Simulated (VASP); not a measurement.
BaS, 2 atoms in the cell. Symmetry: Fm-3m, No. 225, cubic system. Conventional cell: a = 6.315 Å, b = 6.315 Å, c = 6.315 Å, α = 90.00°, β = 90.00°, γ = 90.00°. Within 4.2 Å of Ba (site symmetry m-3m) lie 6 S at 3.16 Å. S (site symmetry m-3m) has 6 Ba at 3.16 Å within 4.2 Å.  This cell differs from its parent crystal: volume changed by -5%.

| Item | Value |
| --- | --- |
| Program | VASP 6.6.1 |
| Task | single point |
| Functional | PBE |
| Potentials or basis | VASP PAW PBE potentials, release 64 (Ba_sv, S) |
| Cutoff | 500 eV |
| k mesh | 4 × 4 × 4 |
| Occupations | gaussian, width 0.01 eV |
| Spin | no spin polarisation |
| Dipole correction | no |
| Further INCAR settings | ALGO = Normal; EDIFF = 1e-06; NBANDS = 15 |

Potentials or basis: VASP PAW PBE potentials, release 64 (Ba_sv, S).

Command:

```sh
$ cat potpaw_PBE.64/Ba_sv/POTCAR potpaw_PBE.64/S/POTCAR > POTCAR
$ mpirun -np 1 vasp_std > vasp.out
```

Hardware: 1 thread of Intel Xeon 8259CL, with other jobs on the host.

**Question.** Estimate the wall time of this run.

**Answer.** Run time: 16 s on 1 thread of Intel Xeon 8259CL, with other jobs on the host, peak memory 0.2 GiB. Counts: scf iterations 13, k points 8.
